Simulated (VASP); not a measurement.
A run of VASP 6.6.1 is set up as follows.

File INCAR:

```
SYSTEM = CuI
PREC     = Accurate       ! precision mode
ENCUT    = 600            ! plane-wave cutoff, eV
EDIFF    = 1E-8           ! SCF threshold, eV
ISMEAR   = -1             ! smearing method
SIGMA    = 0.05           ! smearing width, eV
LREAL    = .FALSE.        ! projectors in reciprocal space
LASPH    = .TRUE.         ! aspherical terms in the spheres
NELM     = 60             ! most SCF steps
ALGO     = Normal         ! electronic algorithm
ISIF     = 3              ! what is computed and relaxed
LWAVE    = .FALSE.        ! write WAVECAR
LCHARG   = .FALSE.        ! write CHGCAR
GGA      = PS             ! functional
NBANDS   = 16             ! bands
IBRION   = 6              ! ionic algorithm
NFREE    = 2            
POTIM    = 0.015          ! step
NSW      = 1              ! ionic steps
```

Contents of KPOINTS:

```
Automatic mesh
0
G
  6 6 6
  0 0 0
```

POSCAR

```
CuI
1.0
    0.0000000000      3.0315000000      3.0315000000
    3.0315000000      0.0000000000      3.0315000000
    3.0315000000      3.0315000000      0.0000000000
I Cu
1 1
Direct
    0.0000000000      0.0000000000      0.0000000000
    0.7500000000      0.7500000000      0.7500000000
```

Potentials or basis: VASP PAW PBE potentials, release 64 (I, Cu).

Run with:

```sh
$ cat potpaw_PBE.64/I/POTCAR potpaw_PBE.64/Cu/POTCAR > POTCAR
$ mpirun -np 1 vasp_std > vasp.out
```

(1) Predict the elastic constants C11, C12, C44.

(2) Predict the Voigt bulk modulus.

(3) Estimate the highest phonon frequency at Γ, LO-TO splitting left out.

Answers

(1) 51, 31, 23 GPa.

(2) 38 GPa.

(3) 121 cm⁻¹.

Caveat: the cell is under stress, which shifts elastic constants; the PAW data sets were made with another functional, which shifts forces and pressure a little.
